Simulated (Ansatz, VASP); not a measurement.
## Two plane-wave programs on TiSi2

INCAR

```
ALGO = Normal
EDIFF = 1E-6
ENCUT = 520
ISIF = 2
ISMEAR = -1
LASPH = True
LCHARG = False
LREAL = False
LWAVE = False
NBANDS = 17
NELM = 60
PREC = Accurate
SIGMA = 0.05
```

Contents of KPOINTS:

```
k-points
0
Gamma
  12 12 12
```

File POSCAR:

```
TiSi2
1.0
   -1.4728720000      1.7121300000      4.2120830000
    1.4728720000     -1.7121300000      4.2120830000
    1.4728720000      1.7121300000     -4.2120830000
Ti Si
1 2
Direct
    0.0000000000      0.0000000000      0.0000000000
    0.6700780000      0.6700780000      0.0000000000
    0.3299220000      0.3299220000      0.0000000000
```

File input.yaml:

```yaml
crystal:
  lattice:
    - [-1.472872, 1.71213, 4.212083]
    - [1.472872, -1.71213, 4.212083]
    - [1.472872, 1.71213, -4.212083]
  atoms:
    - { symbol: Ti, position: [0.0, 0.0, 0.0] }
    - { symbol: Si, position: [0.670078, 0.670078, 0.0] }
    - { symbol: Si, position: [0.329922, 0.329922, 0.0] }
hamiltonian:
  xc: lda
  pseudopotentials: { kind: paw }
kpoints:
  mp_grid: { grid: [12, 12, 12] }
scf:
  occupations: { method: fermi_dirac, width: 0.05 }
output:
  forces: true
  stress: true
  eigenvalues: true
```

Alike in both runs: task single point; functional LDA; k mesh 12 × 12 × 12; occupations fermi-dirac, width 0.05 eV; no spin polarisation.

|  | VASP | Ansatz |
| --- | --- | --- |
| version | VASP 6.6.1 | Ansatz 0.2.0 |
| potentials or method | VASP PAW LDA potentials, release 64 (Ti_sv, Si) | Ansatz PAW |
| plane-wave cutoff (eV) | 520 | 420 |
| valence electrons in the cell | 20 | 20 |

|  | VASP | Ansatz | Ansatz less VASP |
| --- | --- | --- | --- |
| gap on the k mesh at the Fermi level (eV) | none | none | - |
| pressure (GPa) | -6.4 | -6.6 | -0.18 |
| traceless stress, the component that is largest in VASP (GPa) | 0.77 | 0.79 | +0.015 |
| rms of the force components (eV/Å) | 0.052 | 0.054 | +0.0021 |

LDA's correlation is that of Perdew and Zunger in VASP and of Perdew and Wang (1992) in Ansatz. Atom by atom the forces differ by 0.002 eV/Å (rms over components). A gap of «none» marks a metal or a gap that the smearing closes.
